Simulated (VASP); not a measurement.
BN: relaxation of cell and atoms with revPBE+D4

Crystal: BN.

```
N B
1.0
     0.00000    1.81300    1.81300
     1.81300    0.00000    1.81300
     1.81300    1.81300    0.00000
N B
1 1
Direct
  0.25000 0.25000 0.25000
  0.00000 0.00000 0.00000
```

| Quantity | Value |
| --- | --- |
| Program | VASP 6.6.1 |
| Task | relaxation of cell and atoms |
| Functional | revPBE |
| Dispersion | D4 |
| Potentials or basis | VASP PAW PBE potentials, release 64 (N, B) |
| Cutoff | 600 eV |
| k mesh | 13 × 13 × 13 |
| Occupations | fermi-dirac, width 0.05 eV |
| Spin | no spin polarisation |
| Dipole correction | no |
| Further INCAR settings | ALGO = Normal; EDIFF = 1e-06; IBRION = 2; EDIFFG = -0.02; NSW = 80; ISIF = 3 |

```
Relaxed volume                         : 5.81 Å³/atom
Relaxed cell                           : a = 2.542 Å, b = 2.542 Å, c = 2.542 Å, α = 60.00°, β = 60.00°, γ = 60.00°
Space group after relaxing (to 0.05 Å) : F-43m (No. 216)
Energy gained by relaxing              : 4.7 meV/atom
Ionic steps                            : 3
Pressure after relaxing                : 0.0 GPa
Band gap on the k mesh                 : 4.57 eV, indirect (least direct gap 8.94 eV)
Dispersion energy per atom             : -0.561 eV
```

The path:
| step | energy change (eV) | largest force (eV/Å) | pressure (GPa) | volume (Å³) |
| --- | --- | --- | --- | --- |
| 1 | 0.0000 | 0.0000 | -9.66 | 11.92 |
| 2 | 0.0012 | 0.0000 | 11.32 | 11.31 |
| 3 | -0.0093 | 0.0000 | -0.04 | 11.62 |

Final structure:
```
CELL_PARAMETERS angstrom
0.00000 1.79761 1.79761
1.79761 0.00000 1.79761
1.79761 1.79761 0.00000
ATOMIC_POSITIONS crystal
N 0.25000 0.25000 0.25000
B 0.00000 0.00000 0.00000
```

Levels at points of the mesh, in eV from the valence-band top:
```tsv
k point	band 2	band 3	band 4	band 5	band 6	band 7
(0.00, 0.00, 0.00)	0.00	0.00	0.00	8.94	8.94	8.94
```

Wall time 42 s on 1 thread of AMD EPYC 7R13 (shared host), peak memory 0.1 GiB.

Caveat: the PAW data sets were made with another functional, which shifts forces and pressure a little. revPBE gaps usually lie below the measured ones, often by a third to a half.
